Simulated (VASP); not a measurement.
Input of a VASP 6.6.1 run:

Contents of INCAR:

```
ALGO = Normal
EDIFF = 1E-7
ENCUT = 520
GGA = PS
ISIF = 2
ISMEAR = 0
LASPH = T
LCHARG = F
LREAL = F
LWAVE = F
NBANDS = 26
NELM = 60
PREC = Accurate
SIGMA = 0.1
```

Contents of KPOINTS:

```
k-points
0
Gamma
  18 18 18
```

POSCAR

```
NbAs
1.0
   -1.6965992459      1.6965992459      5.6584312677
    1.6965992459     -1.6965992459      5.6584312677
    1.6965992459      1.6965992459     -5.6584312677
Nb As
2 2
Direct
    0.7482988808      0.7482988808      0.0000000000
    0.4982988808     -0.0017011192      0.5000000000
    0.1677011192      0.1677011192      0.0000000000
    0.9177011192      0.4177011192      0.5000000000
```

Potentials or basis: VASP PAW PBE potentials, release 64 (Nb_sv, As).

The run is started by

```sh
$ cat potpaw_PBE.64/Nb_sv/POTCAR potpaw_PBE.64/As/POTCAR > POTCAR
$ mpirun -np 1 vasp_std > vasp.out
```

(1) Estimate the pressure.

(2) What does it give for the band gap on the k mesh?

## Answers

(1) 10.2 GPa.

(2) zero (bands 18 and 19 overlap by 0.02 eV).

Caveat: the cell stands under pressure; the PAW data sets were made with another functional, which shifts forces and pressure a little.
